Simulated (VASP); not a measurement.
A run of VASP 6.6.1:

File INCAR:

```
SYSTEM = SiNi
  PREC = Accurate
  ENCUT = 520
  EDIFF = 1E-7
  ISMEAR = -1
  SIGMA = 0.05
  LREAL = Auto
  LASPH = .TRUE.
  NELM = 60
  ALGO = Normal
  ISIF = 2
  LWAVE = .FALSE.
  LCHARG = .TRUE.
  GGA = PE
  LELF = .TRUE.
  LVHAR = .TRUE.
  NBANDS = 86
  ISYM = 0
```

Contents of KPOINTS:

```
Automatic mesh
0
Gamma
  1 1 1
  0.25 0.25 0.25
```

File POSCAR:

```
SiNi
1.0
    6.4002940000      0.0757740000      0.0022980000
    0.0757740000      6.4122190000      0.0415250000
    0.0022980000      0.0415250000      6.5625770000
Si Ni
10 10
Direct
   -0.0147063355      0.5551432481      0.2747808478
    0.7708986847      0.8900923694      0.5295537697
    0.0871771333      0.0559568480      0.7770421679
    0.8030470667      0.5745708478      0.7402722350
    0.4710151739      0.6872835984      0.2489909308
    0.1929230853      0.1913918870      0.2275918613
    0.1820481656      0.6431019898      0.7214132258
    0.3971615420      0.3020782346      0.6103958131
    0.7164780429      0.2936596418      0.0905637095
    0.6026624895      0.9070266480      0.9446681997
    0.2217923516      0.8532625579      1.0450938090
    0.1337335448      0.8626448213      0.4342675681
    0.6720252609      0.4375112944      0.4024256065
    0.7280721495      0.1864690813      0.7465978322
    0.8746979765      0.9842887053      0.1711474556
    0.0403079680      0.3004903149      0.5377723586
    0.3905313530      0.1839268269      0.9380561931
    0.5256143458      0.0616786291      0.3159354828
    0.4845279915      0.5599150428      0.8961709832
    0.0607838876      0.3975737565      0.9519124985
```

Potentials or basis: VASP PAW PBE potentials, release 64 (Si, Ni).

Command:

```sh
$ cat potpaw_PBE.64/Si/POTCAR potpaw_PBE.64/Ni/POTCAR > POTCAR
$ mpirun -np 1 vasp_std > vasp.out
```

Hardware: 1 thread of AMD EPYC 7R43 64-Core Processor (Zen 3), with other jobs on the host.

Task: Estimate the wall time of this run.

Result: It took 2.1 min on 1 thread of AMD EPYC 7R43 64-Core Processor (Zen 3) (shared host), peak memory 0.28 GiB. Counts: scf iterations 25, k points 1.
